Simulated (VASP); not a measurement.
# Si3N4 (P-43m) in VASP: settings compared

Aim: see how the results for Si3N4 move with the level of theory and the settings. Levels: r2SCAN+rVV10, PBE+D3(BJ). Tasks: relaxation of cell and atoms, single point.

All numbers are computed with VASP 6.6.1; they aren't measurements. Logs are shortened: lines on timing, memory, paths and dates and some standing lists are left out, and cuts for length are marked.

## Step 1: The cell of the first run

Symmetry: P-43m, No. 215, cubic system. The conventional cell has a = 4.131 Å, b = 4.131 Å, c = 4.131 Å, α = 90.00°, β = 90.00°, γ = 90.00°. Si (site symmetry -42m) has 4 N at 1.77 Å within 2.3 Å. Within 2.3 Å of N (site symmetry 3m) lie 3 Si at 1.77 Å.

## Step 2: Relaxation of cell and atoms, r2SCAN+rVV10

Input file POSCAR:

```
Si3N4
1.0
    4.1307800000      0.0000000000      0.0000000000
    0.0000000000      4.1307800000      0.0000000000
    0.0000000000      0.0000000000      4.1307800000
Si N
3 4
Direct
    0.0000000000      0.0000000000      0.5000000000
    0.5000000000      0.0000000000      0.0000000000
    0.0000000000      0.5000000000      0.0000000000
    0.2395200000      0.2395200000      0.7604800000
    0.7604800000      0.7604800000      0.7604800000
    0.2395200000      0.7604800000      0.2395200000
    0.7604800000      0.2395200000      0.2395200000
```

Input file INCAR.step1:

```
SYSTEM = Si3N4
ALGO     = Normal         ! electronic algorithm
EDIFF    = 1E-4           ! SCF threshold, eV
ENCUT    = 600            ! plane-wave cutoff, eV
GGA      = PE             ! functional
ISMEAR   = -1             ! smearing method
LASPH    = .TRUE.         ! aspherical terms in the spheres
LCHARG   = .FALSE.        ! write CHGCAR
LREAL    = .FALSE.        ! projectors in reciprocal space
LWAVE    = .TRUE.         ! write WAVECAR
NELM     = 60             ! most SCF steps
PREC     = Accurate       ! precision mode
SIGMA    = 0.05           ! smearing width, eV
```

Input file INCAR.step2:

```
SYSTEM = Si3N4
ALGO     = Normal         ! electronic algorithm
BPARAM   = 11.95        
CPARAM   = 0.0093       
EDIFF    = 1E-7           ! SCF threshold, eV
EDIFFG   = -0.01          ! ionic threshold
ENCUT    = 600            ! plane-wave cutoff, eV
IBRION   = 2              ! ionic algorithm
ISIF     = 3              ! what is computed and relaxed
ISMEAR   = -1             ! smearing method
ISTART   = 1            
IVDW_NL  = 2            
LASPH    = .TRUE.         ! aspherical terms in the spheres
LCHARG   = .FALSE.        ! write CHGCAR
LMIXTAU  = .TRUE.       
LREAL    = .FALSE.        ! projectors in reciprocal space
LUSE_VDW = .TRUE.       
LWAVE    = .FALSE.        ! write WAVECAR
METAGGA  = R2SCAN         ! meta-GGA
NELM     = 60             ! most SCF steps
NSW      = 60             ! ionic steps
PREC     = Accurate       ! precision mode
SIGMA    = 0.05           ! smearing width, eV
```

Input file KPOINTS:

```
k-points
0
G
  7 7 7
  0 0 0
```

Potentials or basis: VASP PAW PBE potentials, release 64 (Si, N).

The run is started by

```
$ cat potpaw_PBE.64/Si/POTCAR potpaw_PBE.64/N/POTCAR > POTCAR
$ cp INCAR.step1 INCAR
$ mpirun -np 1 vasp_std > vasp.out
$ cp INCAR.step2 INCAR
$ mpirun -np 1 vasp_std > vasp.out
```

OUTCAR:

```text
SYSTEM = Si3N4
   BPARAM = 11.95
   EDIFF = 1E-7
   EDIFFG = -0.01
   ENCUT = 600
   IBRION = 2
   ISIF = 3
   ISMEAR = -1
   ISTART = 1
   IVDW_NL = 2
   LASPH = .TRUE.
   LREAL = .FALSE.
   METAGGA = R2SCAN
   NELM = 60
   NSW = 60
   PREC = Accurate

 ion  position               nearest neighbor table
   1  0.000  0.000  0.500-   4 1.77   5 1.77   6 1.77   7 1.77   2 2.92   3 2.92   2 2.92   3 2.92
                             3 2.92   3 2.92   2 2.92   2 2.92
   2  0.500  0.000  0.000-   4 1.77   5 1.77   6 1.77   7 1.77   1 2.92   3 2.92   1 2.92   3 2.92
                             1 2.92   3 2.92   1 2.92   3 2.92
   3  0.000  0.500  0.000-   4 1.77   5 1.77   6 1.77   7 1.77   1 2.92   2 2.92   1 2.92   1 2.92
                             2 2.92   1 2.92   2 2.92   2 2.92
   4  0.240  0.240  0.760-   1 1.77   2 1.77   3 1.77
   5  0.760  0.760  0.760-   1 1.77   2 1.77   3 1.77
   6  0.240  0.760  0.240-   1 1.77   2 1.77   3 1.77
   7  0.760  0.240  0.240-   1 1.77   2 1.77   3 1.77

  LATTYP: Found a simple cubic cell.
 ALAT       =     4.1307800000

  Lattice vectors:

 A1 = (   4.1307800000,   0.0000000000,   0.0000000000)
 A2 = (   0.0000000000,   4.1307800000,   0.0000000000)
 A3 = (   0.0000000000,   0.0000000000,   4.1307800000)

Analysis of symmetry for initial positions (statically):
=====================================================================
 Subroutine PRICEL returns:
 Original cell was already a primitive cell.

 Routine SETGRP: Setting up the symmetry group for a
 simple cubic supercell.

 Subroutine GETGRP returns: Found 24 space group operations
 (whereof 24 operations were pure point group operations)
 out of a pool of 48 trial point group operations.

The static configuration has the point symmetry T_d .

Analysis of symmetry for dynamics (positions and initial velocities):
=====================================================================
 Subroutine PRICEL returns:
 Original cell was already a primitive cell.

 Routine SETGRP: Setting up the symmetry group for a
 simple cubic supercell.

 Subroutine GETGRP returns: Found 24 space group operations
 (whereof 24 operations were pure point group operations)
 out of a pool of 48 trial point group operations.

The dynamic configuration has the point symmetry T_d .

 Subroutine INISYM returns: Found 24 space group operations
 (whereof 24 operations are pure point group operations),
 and found     1 'primitive' translations

----------------------------------------------------------------------------------------
[... 90 lines left out ...]
   ISTART =      1    job   : 0-new  1-cont  2-samecut
   ICHARG =      0    charge: 1-file 2-atom 10-const
   ISPIN  =      1    spin polarized calculation?
   LNONCOLLINEAR =      F non collinear calculations
   LSORBIT =      F    spin-orbit coupling
   LASPH  =      T    aspherical Exc in radial PAW
   ENCUT  =  600.0 eV  44.10 Ry    6.64 a.u.   8.25  8.25  8.25*2*pi/ulx,y,z
   NELM   =     60;   NELMIN=  2; NELMDL=  0     # of ELM steps
   EDIFF  = 0.1E-06   stopping-criterion for ELM
   LREAL  =      F    real-space projection
   EDIFFG = -.1E-01   stopping-criterion for IOM
   NSW    =     60    number of steps for IOM
   IBRION =      2    ionic relax: 0-MD 1-quasi-New 2-CG
   NFREE  =      1    steps in history (QN), initial steepest desc. (CG)
   ISIF   =      3    stress and relaxation
   ISYM   =      2    0-nonsym 1-usesym 2-fastsym
   POTIM  = 0.5000    time-step for ionic-motion
   TEBEG  =    0.0;   TEEND  =   0.0 temperature during run
   PSTRESS=    0.0 pullay stress
   NELECT =      32.0000    total number of electrons
   NUPDOWN=      -1.0000    fix difference up-down
   EMIN   =  10.00;   EMAX   =-10.00  energy-range for DOS
   EFERMI =   0.00;   METHOD = LEGACY
   ISMEAR =    -1;   SIGMA  =   0.05  broadening in eV -4-tet -1-fermi 0-gaus
   EFERMI_NEDOS =   21; number of points for ismear=-14 and -15
   IALGO  =     38    algorithm
   IMIX   =      4    mixing-type and parameters
     AMIX     =   0.40;   BMIX     =  1.00
     AMIX_MAG =   1.60;   BMIX_MAG =  1.00
  volume/ion in A,a.u.               =      10.07        67.95
  Fermi-wavevector in a.u.,A,eV,Ry     =   1.258228  2.377707 21.539904  1.583138
  Thomas-Fermi vector in A             =   2.391848
   LORBIT       =      0    0 simple, 1 ext, 2 COOP (PROOUT), +10 PAW based schemes
   METAGGA = R2SCAN    functional components
   LHFCALC =     F    Hartree Fock is set to
   AEXX    =    0.0000 exact exchange contribution
   IVDW_NL    =     2    kernel type
   BPARAM     =11.9500
   IVDW    =     0    specifies the selected vdW correction
   LEPSILON=     F    determine dielectric tensor
   LRPA    =     F    only Hartree local field effects (RPA)
 conjugate gradient relaxation of ions
 non-spin polarized calculation
  energy-cutoff  :      600.00
  volume of cell :       70.48
 maximum number of plane-waves:      2373
 NGX is ok and might be reduce to    36
   NGX = 17   NGY = 17   NGZ = 17

--------------------------------------- Ionic step        1  -------------------------------------------

 number of electron      31.9999999 magnetization

 Free energy of the ion-electron system (eV)
  ---------------------------------------------------
  ext. energy  EPLUGINS =         0.00000000
  ---------------------------------------------------
  free energy    TOTEN  =       -69.63009818 eV

  energy without entropy =      -69.63009818  energy(sigma->0) =      -69.63009818

------------------------ aborting loop because EDIFF is reached ----------------------------------------

  FORCE on cell =-STRESS in cart. coord.  units (eV):
  Direction    XX          YY          ZZ          XY          YZ          ZX
  --------------------------------------------------------------------------------------
  -------------------------------------------------------------------------------------
  Total       -2.8695513     -2.8695513     -2.8695513      0.0000000      0.0000000      0.0000000
  in kB      -65.2271475    -65.2271475    -65.2271475      0.0000000      0.0000000      0.0000000
  external PRESSURE =     -65.2271475 kB  Pullay stress =       0.0000000 kB
[... 192 lines left out ...]
--------------------------------------- Ionic step        6  -------------------------------------------

 number of electron      32.0000000 magnetization

 Free energy of the ion-electron system (eV)
  ---------------------------------------------------
  ext. energy  EPLUGINS =         0.00000000
  ---------------------------------------------------
  free energy    TOTEN  =       -69.66760601 eV

  energy without entropy =      -69.66760601  energy(sigma->0) =      -69.66760601

 E-fermi :   7.9453     XC(G=0): -11.8670

 val. band max:        6.8141578854   @ k =   0.4286   0.4286   0.4286
 cond. band min:      10.1071896274   @ k =   0.0000   0.0000   0.0000
 fundamental gap:      3.2930317420
 Fermi energy:         7.9453462129

 k-point     1 :       0.0000    0.0000    0.0000
  band No.  band energies     occupation
      1     -12.2204      2.00000
      2      -8.2264      2.00000
      3      -8.2264      2.00000
      4      -8.2264      2.00000
      5      -2.0497      2.00000
      6      -2.0497      2.00000
[... 483 lines left out ...]
  FREE ENERGIE OF THE ION-ELECTRON SYSTEM (eV)
  ---------------------------------------------------
  free  energy   TOTEN  =       -69.6676060077 eV

  energy  without entropy=      -69.6676060077  energy(sigma->0) =      -69.66760601

 reached required accuracy - stopping structural energy minimisation
```

Wall time 20 min (1 thread of Intel Xeon Platinum 8259CL at 2.50GHz (Skylake/Cascade Lake), shared host); peak memory 0.4 GiB.

What came out:

- Free energy: -69.6676 eV
- Relaxed volume: 9.81 Å³/atom
- Relaxed cell: a = 4.095 Å, b = 4.095 Å, c = 4.095 Å, α = 90.00°, β = 90.00°, γ = 90.00°
- Space group after relaxing (to 0.1 Å): P-43m (No. 215)
- Energy gained by relaxing: 5.4 meV/atom
- Ionic steps: 6
- Pressure after relaxing: 0.1 GPa
- Band gap on the k mesh: 3.29 eV (least direct gap 3.48 eV)

Forces in eV/Å, atoms in the order of the input:
```
Si   0.000  0.000  0.000
Si   0.000  0.000  0.000
Si   0.000  0.000  0.000
N    0.001  0.001 -0.001
N   -0.001 -0.001 -0.001
N    0.001 -0.001  0.001
N   -0.001  0.001  0.001
```

The path:
```tsv
step	energy change (eV)	largest force (eV/Å)	pressure (GPa)	volume (Å³)
1	0.0000	0.2524	-6.52	70.48
2	0.0514	0.5977	10.84	66.39
3	-0.0370	0.0623	-0.20	68.84
4	-0.0370	0.0686	-0.07	68.80
5	-0.0375	0.0184	0.02	68.72
6	-0.0375	0.0021	0.05	68.69
```

Final structure:
```
Si N
1.0
     4.09543    0.00000    0.00000
     0.00000    4.09543    0.00000
     0.00000    0.00000    4.09543
Si N
3 4
Direct
  0.00000 0.00000 0.50000
  0.50000 0.00000 0.00000
  0.00000 0.50000 0.00000
  0.23937 0.23937 0.76063
  0.76063 0.76063 0.76063
  0.23937 0.76063 0.23937
  0.76063 0.23937 0.23937
```

Caveat: the PAW data sets were made with another functional, which shifts forces and pressure a little; an odd mesh through Γ misses points on the zone boundary, where band edges can lie.

## Step 3: Single point, PBE+D3(BJ)

This run uses another cell than the first one, of 9.86 Å³/atom.

Input file INCAR:

```
SYSTEM = Si3N4
PREC     = Accurate       ! precision mode
ENCUT    = 520            ! plane-wave cutoff, eV
EDIFF    = 1E-7           ! SCF threshold, eV
ISMEAR   = -1             ! smearing method
SIGMA    = 0.05           ! smearing width, eV
LREAL    = .False.        ! projectors in reciprocal space
LASPH    = .True.         ! aspherical terms in the spheres
NELM     = 80             ! most SCF steps
ALGO     = Normal         ! electronic algorithm
ISIF     = 2              ! what is computed and relaxed
LWAVE    = .False.        ! write WAVECAR
LCHARG   = .True.         ! write CHGCAR
GGA      = PE             ! functional
IVDW     = 12             ! dispersion correction
LELF     = .True.         ! ELF
LVHAR    = .True.       
NBANDS   = 25             ! bands
```

Input file KPOINTS:

```
Automatic mesh
0
Gamma
  7 7 7
  0 0 0
```

Input file POSCAR:

```
Si3N4
1.0
    4.1016331525      0.0000000000      0.0000000000
    0.0000000000      4.1016331525      0.0000000000
    0.0000000000      0.0000000000      4.1016331525
Si N
3 4
Direct
    0.0000000000      0.0000000000      0.5000000000
    0.5000000000      0.0000000000      0.0000000000
    0.0000000000      0.5000000000      0.0000000000
    0.2408812162      0.2408812162      0.7591187838
    0.7591187838      0.7591187838      0.7591187838
    0.2408812162      0.7591187838      0.2408812162
    0.7591187838      0.2408812162      0.2408812162
```

Potentials or basis: VASP PAW PBE potentials, release 64 (Si, N).

The run is started by

```
$ cat potpaw_PBE.64/Si/POTCAR potpaw_PBE.64/N/POTCAR > POTCAR
$ mpirun -np 1 vasp_std > vasp.out
```

Wall time 52 s (1 thread of AMD EPYC 7R43 (Zen 3), shared host); peak memory 0.15 GiB.

It converged, with:

```yaml
Free_energy: -57.4275 eV
Pressure: -0.2 GPa
Largest_force: 0.019 eV/Å
Band_gap_on_the_k_mesh: 2.73 eV (least direct gap 2.92 eV)
Dispersion_energy_per_atom: -0.271 eV
```

Forces in eV/Å, atoms in the order of the input:
```
Si   0.000  0.000  0.000
Si   0.000  0.000  0.000
Si   0.000  0.000  0.000
N   -0.011 -0.011  0.011
N    0.011  0.011  0.011
N   -0.011  0.011 -0.011
N    0.011 -0.011 -0.011
```

Levels at points of the mesh, in eV from the valence-band top:
```csv
k point,band 14,band 15,band 16,band 17,band 18,band 19
"(0.00, 0.00, 0.00)",-0.18,-0.18,-0.18,2.73,2.73,2.73
```

Caveat: an odd mesh through Γ misses points on the zone boundary, where band edges can lie.

## Step 4: Relaxation of cell and atoms, PBE+D3(BJ)

Input file INCAR:

```
  PREC = Accurate
  ENCUT = 600
  EDIFF = 1E-6
  ISMEAR = -1
  SIGMA = 0.05
  LREAL = F
  LASPH = T
  NELM = 100
  ALGO = Normal
  ISIF = 3
  LWAVE = F
  LCHARG = F
  GGA = PE
  IVDW = 12
  IBRION = 2
  NSW = 60
  EDIFFG = -0.01
```

Input file KPOINTS:

```
Automatic mesh
0
Gamma
  7 7 7
```

Input file POSCAR:

```
Si3N4
1.0
    4.1307800000      0.0000000000      0.0000000000
    0.0000000000      4.1307800000      0.0000000000
    0.0000000000      0.0000000000      4.1307800000
Si N
3 4
Direct
    0.0000000000      0.0000000000      0.5000000000
    0.5000000000      0.0000000000      0.0000000000
    0.0000000000      0.5000000000      0.0000000000
    0.2395200000      0.2395200000      0.7604800000
    0.7604800000      0.7604800000      0.7604800000
    0.2395200000      0.7604800000      0.2395200000
    0.7604800000      0.2395200000      0.2395200000
```

The run is started by

```
$ cat potpaw_PBE.64/Si/POTCAR potpaw_PBE.64/N/POTCAR > POTCAR
$ mpirun -np 1 vasp_std > vasp.out
```

It took 2.6 min on 1 thread of AMD EPYC 7R43 (Zen 3), shared host; peak memory 0.19 GiB.

It converged, with:

```
Free energy                           : -57.4361 eV
Relaxed volume                        : 9.85 Å³/atom
Relaxed cell                          : a = 4.100 Å, b = 4.100 Å, c = 4.100 Å, α = 90.00°, β = 90.00°, γ = 90.00°
Space group after relaxing (to 0.1 Å) : P-43m (No. 215)
Energy gained by relaxing             : 3.3 meV/atom
Ionic steps                           : 5
Pressure after relaxing               : 0.0 GPa
Band gap on the k mesh                : 2.73 eV (least direct gap 2.92 eV)
Dispersion energy per atom            : -0.271 eV
```

Step by step:
```tsv
step	energy change (eV)	largest force (eV/Å)	pressure (GPa)	volume (Å³)
1	0.0000	0.0036	-4.67	70.48
2	0.0100	0.3945	6.13	67.53
3	-0.0201	0.1682	-0.03	69.14
4	-0.0231	0.0400	-0.05	68.97
5	-0.0233	0.0011	-0.03	68.92
```

Final structure:
```
Si N
1.0
     4.09988    0.00000    0.00000
     0.00000    4.09988    0.00000
     0.00000    0.00000    4.09988
Si N
3 4
Direct
  0.00000 0.00000 0.50000
  0.50000 0.00000 0.00000
  0.00000 0.50000 0.00000
  0.24086 0.24086 0.75914
  0.75914 0.75914 0.75914
  0.24086 0.75914 0.24086
  0.75914 0.24086 0.24086
```

Levels at points of the mesh, in eV from the valence-band top:
| k point | band 12 | band 13 | band 14 | band 15 | band 16 | band 17 | band 18 | band 19 | band 20 |
| --- | --- | --- | --- | --- | --- | --- | --- | --- | --- |
| (0.00, 0.00, 0.00) | -3.31 | -3.31 | -0.19 | -0.19 | -0.19 | 2.73 | 2.73 | 2.73 | 4.46 |

Caveat: an odd mesh through Γ misses points on the zone boundary, where band edges can lie.

## Step 5: Overview

| task | level | cell | cutoff (eV) | gap on the mesh (eV) | pressure (GPa) | relaxed volume (Å³/atom) |
| --- | --- | --- | --- | --- | --- | --- |
| relaxation of cell and atoms | r2SCAN+rVV10 | relaxed from a = 4.131 Å, 7 atoms, atomic positions A | 600 | 3.29 | 0.1 | 9.81 |
| single point | PBE+D3(BJ) | a = 4.102 Å, 7 atoms, atomic positions B | 520 | 2.73 | -0.2 | - |
| relaxation of cell and atoms | PBE+D3(BJ) | relaxed from a = 4.131 Å, 7 atoms, atomic positions A | 600 | 2.73 | 0.0 | 9.85 |

Alike in all rows: potentials or basis VASP PAW PBE potentials, release 64 (Si, N); no spin polarisation; k mesh 7 × 7 × 7; smearing fermi-dirac 0.05 eV.

Caveats: an odd mesh through Γ misses points on the zone boundary, where band edges can lie; the PAW data sets were made with another functional, which shifts forces and pressure a little (at least some runs).

Total energies depend on the potentials used, so only differences within one code and one set of settings carry meaning.
